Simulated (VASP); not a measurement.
Input of a VASP 6.6.1 run:

INCAR

```
SYSTEM = SnO2
ALGO = Normal
EDIFF = 1E-7
ENCUT = 520
GGA = CA
ISIF = 2
ISMEAR = 0
LASPH = .TRUE.
LCHARG = .FALSE.
LREAL = .FALSE.
LUSENCCL = .FALSE.
LWAVE = .FALSE.
NBANDS = 64
NELM = 80
PREC = Accurate
SIGMA = 0.02
```

The input KPOINTS:

```
k-points
0
G
  6 6 6
  0 0 0
```

POSCAR

```
SnO2
1.0
    4.6345651778      0.0000000000      0.0000000000
    0.0000000000      5.5469227063      0.0000000000
    0.0000000000      0.0000000000      5.0974760259
Sn O
4 8
Direct
    0.5000000000      0.6734034187      0.7500000000
    0.0000000000      0.8265965813      0.2500000000
    0.5000000000      0.3265965813      0.2500000000
    0.0000000000      0.1734034187      0.7500000000
    0.7356827267      0.5974694245      0.0737296794
    0.2356827267      0.9025305755      0.9262703206
    0.7643172733      0.9025305755      0.5737296794
    0.2643172733      0.5974694245      0.4262703206
    0.7356827267      0.4025305755      0.5737296794
    0.2356827267      0.0974694245      0.4262703206
    0.7643172733      0.0974694245      0.0737296794
    0.2643172733      0.4025305755      0.9262703206
```

Potentials or basis: VASP PAW LDA potentials, release 64 (Sn_d, O).

The run is started by

```sh
$ cat potpaw_LDA.64/Sn_d/POTCAR potpaw_LDA.64/O/POTCAR > POTCAR
$ mpirun -np 1 vasp_std > vasp.out
```

(1) Estimate the band gap on the k mesh.

(2) Estimate the largest force.

(3) Predict the pressure.

Answers

(1) 2.17 eV, direct.

(2) 0.023 eV/Å.

(3) 15.0 GPa.

Caveat: spin-orbit coupling is left out, which moves the levels of the heavy elements.
